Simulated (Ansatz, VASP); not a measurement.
**Be2SbP3 in VASP and in Ansatz**

```xyz
12
Lattice="6.7391 0.0000 0.0000 -3.3695 5.8362 0.0000 0.0000 0.0000 5.3598" Properties=species:S:1:pos:R:3 pbc="T T T"
Be    0.0000    0.0000    0.0000
Be   -1.6848    2.9181    0.0000
Be    3.3695    0.0000    0.0000
Be    1.6848    2.9181    0.0000
Sb    3.3695    1.9454    3.0079
Sb    0.0000    3.8908    2.3518
P     4.9544    1.0304    1.0489
P     3.3695    3.7754    1.0489
P     1.7847    1.0304    1.0489
P     1.5848    4.8058    4.3109
P    -1.5848    4.8058    4.3109
P     0.0000    2.0608    4.3109
```

Change from the starting cell: species swapped into the TlPd2Se3 type (P-3m1, No. 164).

Alike in both runs: functional PBE; k mesh 6 × 6 × 8; occupations gaussian, width 0.1 eV; no spin polarisation.

Ansatz relaxed the structure, and its values are those at the end. VASP's run is a single point on that final structure, the one shown.

|  | VASP | Ansatz |
| --- | --- | --- |
| version | VASP 6.6.1 | Ansatz 0.2.0 |
| potentials or method | VASP PAW PBE potentials, release 64 (Be, Sb, P), cutoff 520 eV | scalar-relativistic, plane waves, PAW |
| valence electrons in the cell | 48 | 68 |

|  | VASP | Ansatz | Ansatz less VASP |
| --- | --- | --- | --- |
| gap on the k mesh at the Fermi level (eV) | none | none | - |
| pressure (GPa) | 0.0 | 0.0 | +0.03 |

A gap of «none» marks a metal or a gap that the smearing closes. With one functional, cell and mesh, what is left measures potentials, basis and numerics. VASP's potentials hold 48 valence electrons a cell and Ansatz's 68, so a difference there can come from the potentials and not from the codes.

Neither program's run includes spin-orbit coupling.
